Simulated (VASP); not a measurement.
Mo, 1 atom in the cell. It takes space group Im-3m (No. 229, cubic). The conventional cell has a = 3.031 Å, b = 3.031 Å, c = 3.031 Å, α = 90.00°, β = 90.00°, γ = 90.00°. Within 3.5 Å of Mo (site symmetry m-3m) lie 14 Mo at 2.62 to 3.03 Å.  This cell differs from its parent crystal: volume scaled by 0.88.

- Program: VASP 6.6.1
- Task: single point
- Functional: PBE
- Potentials or basis: VASP PAW PBE potentials, release 64 (Mo_sv)
- Cutoff: 520 eV
- k mesh: 23 × 23 × 23
- Occupations: fermi-dirac, width 0.1 eV
- Spin: no spin polarisation
- Dipole correction: no
- Further INCAR settings: ALGO = Normal; EDIFF = 1e-06; NBANDS = 13

Potentials or basis: VASP PAW PBE potentials, release 64 (Mo_sv).

Launch:

```sh
$ cat potpaw_PBE.64/Mo_sv/POTCAR > POTCAR
$ mpirun -np 1 vasp_std > vasp.out
```

Hardware: 1 thread of Intel(R) Xeon(R) Platinum 8488C (Sapphire Rapids), on a shared host.

Task: How long does it take, and how much memory?

Result: It took 37 s on 1 thread of Intel(R) Xeon(R) Platinum 8488C (Sapphire Rapids), with other jobs on the host, peak memory 0.17 GiB. Counts: scf iterations 11, k points 364.
